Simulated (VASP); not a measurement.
Crystal: PtSe.

```
Pt Se
1.0
     0.00000    2.79841    2.79841
     2.79841    0.00000    2.79841
     2.79841    2.79841    0.00000
Pt Se
1 1
Direct
  0.50000 0.50000 0.50000
  0.00000 0.00000 0.00000
```

| Quantity | Value |
| --- | --- |
| Program | VASP 6.6.1 |
| Task | relaxation of cell and atoms |
| Functional | PBE |
| Dispersion | D4 |
| Potentials or basis | VASP PAW PBE potentials, release 64 (Pt, Se) |
| Cutoff | 600 eV |
| k mesh | 8 × 8 × 8 |
| Occupations | fermi-dirac, width 0.05 eV |
| Spin | no spin polarisation |

At the start: pressure -17.8 GPa; volume 21.91 Å³/atom.

Where does the relaxation end?

Over 7 steps the energy falls by 266.2 meV/atom and the volume is 17.86 Å³/atom (-18.5 %); space group Fm-3m (No. 225, to 0.1 Å) before and after.

Step by step:
| step | energy change (eV) | largest force (eV/Å) | pressure (GPa) | volume (Å³) |
| --- | --- | --- | --- | --- |
| 1 | 0.0000 | 0.0000 | -17.85 | 43.83 |
| 2 | 0.0495 | 0.0000 | 39.30 | 30.10 |
| 3 | -0.5309 | 0.0000 | -1.41 | 36.08 |
| 4 | -0.5323 | 0.0000 | -0.37 | 35.82 |
| 5 | -0.5324 | 0.0000 | 0.25 | 35.67 |
| 6 | -0.5324 | 0.0000 | -0.30 | 35.80 |
| 7 | -0.5324 | 0.0000 | 0.01 | 35.73 |

Final structure:
```
Pt Se
1.0
     0.00000    2.61411    2.61411
     2.61411    0.00000    2.61411
     2.61411    2.61411    0.00000
Pt Se
1 1
Cartesian
  2.6141 2.6141 2.6141
  0.0000 0.0000 0.0000
```

Caveat: the volume moved by over 15 % at a fixed basis, so the end points are rough.
